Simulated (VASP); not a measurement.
Runs of VASP 6.6.1 on Nb. The structure is that of space group P6_3/mmc (No. 194), or close to it. The cells are those of the table. This isn't the form of Nb at room conditions, which is bcc.

```tsv
task	cell	k mesh	cutoff (eV)	gap on the mesh (eV)	pressure (GPa)	relaxed volume (Å³/atom)
relaxation of cell and atoms	relaxed from a = 2.960, b = 2.960, c = 4.834 Å, angles 90.0, 90.0, 120.0°, 2 atoms	9 × 9 × 5	600	none	-0.1	(a)
single point	a = 2.852, b = 2.852, c = 5.300 Å, angles 90.0, 90.0, 120.0°, 2 atoms	9 × 9 × 4	520	none	-0.3	-
single point	a = 2.852, b = 2.852, c = 5.304 Å, angles 90.0, 90.0, 120.0°, 2 atoms	9 × 9 × 5	520	none	-0.3	-
relaxation of cell and atoms	relaxed from a = 2.852, b = 2.852, c = 5.304 Å, angles 90.0, 90.0, 120.0°, 2 atoms	9 × 9 × 4	600	none	0.0	18.63
```

Alike in all rows: level PBE; potentials or basis VASP PAW PBE potentials, release 64 (Nb_sv); no spin polarisation; smearing fermi-dirac 0.05 eV.

Question: Fill in the values left out.

Answer: (a) 18.65.

A k mesh can miss the band edges, and the runs leave out spin-orbit coupling on Nb.

A gap of «none» marks levels without a gap at the run's occupations.
